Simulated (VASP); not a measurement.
Input of a VASP 6.6.1 run:

Contents of INCAR:

```
SYSTEM = Zr2C
PREC = Accurate ; ENCUT = 520
EDIFF = 1E-7 ; ISMEAR = 0
SIGMA = 0.1 ; LREAL = .FALSE.
LASPH = .TRUE. ; NELM = 80
ALGO = Normal ; ISIF = 2
LWAVE = .FALSE. ; LCHARG = .FALSE.
GGA = PE ; NBANDS = 21
```

File KPOINTS:

```
regular mesh
0
G
  6 6 4
  0 0 0
```

POSCAR

```
Zr2C
1.0
    3.3755395700      0.0000000000      0.0000000000
   -1.6877697800      2.9233030200      0.0000000000
    0.0000000000      0.0000000000      5.2320863300
Zr C
2 1
Direct
    0.0000000000      0.0000000000      0.7500000000
    0.0000000000      0.0000000000      0.2500000000
    0.3333333300      0.6666666700      0.0000000000
```

Potentials or basis: VASP PAW PBE potentials, release 64 (Zr_sv, C).

Run with:

```sh
$ cat potpaw_PBE.64/Zr_sv/POTCAR potpaw_PBE.64/C/POTCAR > POTCAR
$ mpirun -np 1 vasp_std > vasp.out
```

Question: Predict the largest force.

Answer: 0.190 eV/Å.

Question: Predict the band gap on the k mesh.

Answer: Zero (bands 14 and 15 overlap by 0.81 eV).

Question: Estimate the pressure.

Answer: 2.3 GPa.

Forces in eV/Å, atoms in the order of the input:
```
Zr   0.000  0.000 -0.190
Zr   0.000  0.000  0.190
C    0.000  0.000  0.000
```

Caveat: the cell differs from its parent crystal (atoms taken out).
